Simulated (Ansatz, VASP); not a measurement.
## K2S: VASP beside Ansatz

INCAR

```
PREC = Accurate
ENCUT = 400
EDIFF = 1E-8
ISMEAR = -1
SIGMA = 0.03
LREAL = False
LASPH = True
NELM = 120
ALGO = Normal
ISIF = 2
LWAVE = False
LCHARG = False
GGA = PE
LEFG = True
NBANDS = 19
GGA_COMPAT = False
```

File KPOINTS:

```
Automatic mesh
0
Gamma
  7 7 7
```

POSCAR

```
K2S
1.0
    0.0000000000      3.7069394613      3.7069394613
    3.7069394613      0.0000000000      3.7069394613
    3.7069394613      3.7069394613      0.0000000000
K S
2 1
Direct
    0.7500000000      0.7500000000      0.7500000000
    0.2500000000      0.2500000000      0.2500000000
    0.0000000000      0.0000000000      0.0000000000
```

Input for Ansatz:

```yaml
crystal:
  lattice:
    - [0.0, 3.7069394613, 3.7069394613]
    - [3.7069394613, 0.0, 3.7069394613]
    - [3.7069394613, 3.7069394613, 0.0]
  atoms:
    - { symbol: K, position: [0.75, 0.75, 0.75] }
    - { symbol: K, position: [0.25, 0.25, 0.25] }
    - { symbol: S, position: [0.0, 0.0, 0.0] }
kpoints:
  mp_grid: { grid: [7, 7, 7] }
  band_path:
    path:
      - [0.0, 0.0, 0.0]
      - [0.5, 0.0, 0.5]
      - [0.625, 0.25, 0.625]
      - [0.375, 0.375, 0.75]
      - [0.0, 0.0, 0.0]
      - [0.5, 0.5, 0.5]
      - [0.5, 0.25, 0.75]
      - [0.5, 0.0, 0.5]
    npoints: 8
scf:
  occupations: { method: fermi_dirac, width: 0.03 }
hamiltonian:
  xc: pbe
  pseudopotentials: { kind: paw }
output:
  forces: true
  stress: true
  eigenvalues: true
  efg: { contact_densities: true }
  populations: true
  bader: true
  dos: { projected: true, de: 0.2, e_range: [-14, 8] }
```

Alike in both runs: task electric field gradients; functional PBE; k mesh 7 × 7 × 7; occupations fermi-dirac, width 0.03 eV; no spin polarisation.

```csv
,VASP,Ansatz
version,VASP 6.6.1,Ansatz 0.2.0
potentials or method,"VASP PAW PBE potentials, release 64 (K_sv, S)","PAW with Ansatz's default frozen-core files, scalar-relativistic"
plane-wave cutoff (eV),400,420
valence electrons in the cell,24,24
```

|  | VASP | Ansatz | Ansatz less VASP |
| --- | --- | --- | --- |
| gap on the k mesh at the Fermi level (eV) | 2.38 | 2.38 | +0.002 |
| pressure (GPa) | 0.4 | 0.4 | -0.05 |

With one functional, cell and mesh, what is left measures potentials, basis and numerics.
